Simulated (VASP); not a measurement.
Write the native input for VASP 6.6.1 that does the following.

* Task: single point
* Functional: PBE
* Dispersion: D3(BJ)
* Potentials or basis: VASP PAW PBE potentials, release 64 (W_sv, C)
* Cutoff: 520 eV
* k mesh: 2 × 2 × 2
* Occupations: fermi-dirac, width 0.17 eV
* Spin: no spin polarisation
* Dipole correction: no
* Further INCAR settings: LREAL = Auto; ALGO = Normal; EDIFF = 1e-06; NBANDS = 86

The structure of WC lies in POSCAR:

```
WC
1.0
   -3.0267750000     -5.2425280000      0.0000000000
    4.5401630000     -2.6212640000      0.0000000000
    0.0000000000      0.0000000000      5.9236370000
W C
8 8
Direct
    0.7563410292      0.5092050921      0.0199370758
    0.7578568174      0.4986962072      0.5127255434
    0.4893140797      0.0006703776     -0.0047268258
    0.4831363969     -0.0126107438      0.5046055320
    0.2486647043      0.4977248857      0.0044736030
    0.2514839434      0.5041416603      0.5027485648
    0.0163248949      0.0088569031     -0.0118339459
   -0.0021780280     -0.0106367108      0.4773756393
    0.4771549062      0.6474746702      0.2415239151
    0.5150811699      0.6815690996      0.7474799688
    0.2367670759      0.1702010844      0.2361555916
    0.2330954872      0.1574013077      0.7375029901
   -0.0108346732      0.7029055745      0.2405954315
    0.0194522972      0.6797944759      0.7370471891
    0.7379814384      0.1794217010      0.2305171637
    0.7770724370      0.1750209025      0.7480708220
```

These files were run (other wordings do the same):

INCAR

```
SYSTEM = WC
PREC     = Accurate       ! precision mode
ENCUT    = 520            ! plane-wave cutoff, eV
EDIFF    = 1E-6           ! SCF threshold, eV
ISMEAR   = -1             ! smearing method
SIGMA    = 0.17           ! smearing width, eV
LREAL    = Auto         
LASPH    = .True.         ! aspherical terms in the spheres
NELM     = 80             ! most SCF steps
ALGO     = Normal         ! electronic algorithm
ISIF     = 2              ! what is computed and relaxed
LWAVE    = .False.        ! write WAVECAR
LCHARG   = .False.        ! write CHGCAR
GGA      = PE             ! functional
IVDW     = 12             ! dispersion correction
NBANDS   = 86             ! bands
```

KPOINTS

```
Automatic mesh
0
Gamma
  2 2 2
  0 0 0
```

Potentials or basis: VASP PAW PBE potentials, release 64 (W_sv, C).

Run with:

```sh
$ cat potpaw_PBE.64/W_sv/POTCAR potpaw_PBE.64/C/POTCAR > POTCAR
$ mpirun -np 1 vasp_std > vasp.out
```

It gave:

```yaml
Pressure: -32.8 GPa
Largest_force: 3.552 eV/Å
Band_gap_on_the_k_mesh: zero (bands 72 and 73 overlap by 0.04 eV)
Dispersion_energy_per_atom: -0.406 eV
```

Caveat: the k points lie up to 0.60 Å⁻¹ apart; the atoms stand as in a frame of molecular dynamics; spin-orbit coupling is left out, which moves the levels of the heavy elements; forces of over 1 eV/Å act on the atoms, so gaps and moduli don't describe the material at rest.

It took 6.9 min on 1 thread of Intel Xeon 8259CL, with other jobs on the host, peak memory 0.33 GiB.
